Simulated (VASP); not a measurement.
TaN:

```
Ta N
1.0
     0.00000    2.49114    2.49114
     2.49114    0.00000    2.49114
     2.49114    2.49114    0.00000
Ta N
1 1
Direct
  0.00000 0.00000 0.00000
  0.25000 0.25000 0.25000
```

Program: VASP 6.6.1. Alike in all runs: task single point; no spin polarisation; cell as given; k mesh 5 × 5 × 5; cutoff (eV) 520; smearing fermi-dirac 0.05 eV.

Task: Order these runs on this cell by their pressure, lowest first.
A. level LDA; potentials or basis VASP PAW LDA potentials, release 64 (Ta_pv, N)
B. level PBE0; potentials or basis VASP PAW PBE potentials, release 64 (Ta_pv, N); grid for exact exchange (PRECFOCK) Normal; share of exact exchange 0.25
C. level r2SCAN; potentials or basis VASP PAW PBE potentials, release 64 (Ta_pv, N)

Result: A (-34.2 GPa), B (-32.1 GPa), C (-29.2 GPa).

Caveats: all runs use coarse meshes; the PAW data sets were made with another functional, which shifts forces and pressure a little (at least some runs).
